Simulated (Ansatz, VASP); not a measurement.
**One calculation of BAs, two programs**

The input INCAR:

```
SYSTEM = BAs
ALGO = Normal ; EDIFF = 1E-6
ENCUT = 520 ; GGA = PE
ISIF = 2 ; ISMEAR = 0
LASPH = .TRUE. ; LCHARG = .TRUE.
LELF = .TRUE. ; LREAL = .FALSE.
LVHAR = .TRUE. ; LWAVE = .FALSE.
NBANDS = 11 ; NELM = 80
PREC = Accurate ; SIGMA = 0.05
```

The input KPOINTS:

```
k-points
0
G
  10 10 10
  0 0 0
```

The input POSCAR:

```
BAs
1.0
    0.0000000000      2.2120582687      2.4044111616
    2.2120582687      0.0000000000      2.4044111616
    2.2120582687      2.2120582687      0.0000000000
B As
1 1
Direct
    0.0000000000      0.0000000000      0.0000000000
    0.7500000000      0.7500000000      0.7500000000
```

Input for Ansatz:

```yaml
crystal:
  lattice:
    - [0.0, 2.2120582687, 2.4044111616]
    - [2.2120582687, 0.0, 2.4044111616]
    - [2.2120582687, 2.2120582687, 0.0]
  atoms:
    - { symbol: B, position: [0.0, 0.0, 0.0] }
    - { symbol: As, position: [0.75, 0.75, 0.75] }
basis:
  ecutwfc: 420
kpoints:
  mp_grid: { grid: [10, 10, 10] }
hamiltonian:
  xc: pbe
scf:
  occupations: { method: gaussian, width: 0.05 }
output:
  forces: true
  stress: true
  eigenvalues: true
```

Change from the starting cell: strain -0.080 along x and y, +0.000 along z, atoms carried along.

Alike in both runs: task single point; functional PBE; k mesh 10 × 10 × 10; occupations gaussian, width 0.05 eV; no spin polarisation.

|  | VASP | Ansatz |
| --- | --- | --- |
| version | VASP 6.6.1 | Ansatz 0.2.0 |
| potentials or method | VASP PAW PBE potentials, release 64 (B, As), cutoff 520 eV | scalar-relativistic, plane waves, PAW |
| valence electrons in the cell | 8 | 18 |

```csv
,VASP,Ansatz,Ansatz less VASP
gap on the k mesh at the Fermi level (eV),0.33,0.34,+0.010
least direct gap on the mesh (eV),3.03,3.03,+0.002
pressure (GPa),31.9,30.6,-1.30
"traceless stress, the component that is largest in VASP (GPa)",-14.58,-14.69,-0.109
```

Both programs put the cell under a high pressure, so it lies far from rest at this level. VASP's potentials hold 8 valence electrons a cell and Ansatz's 18, so a difference there can come from the potentials and not from the codes.
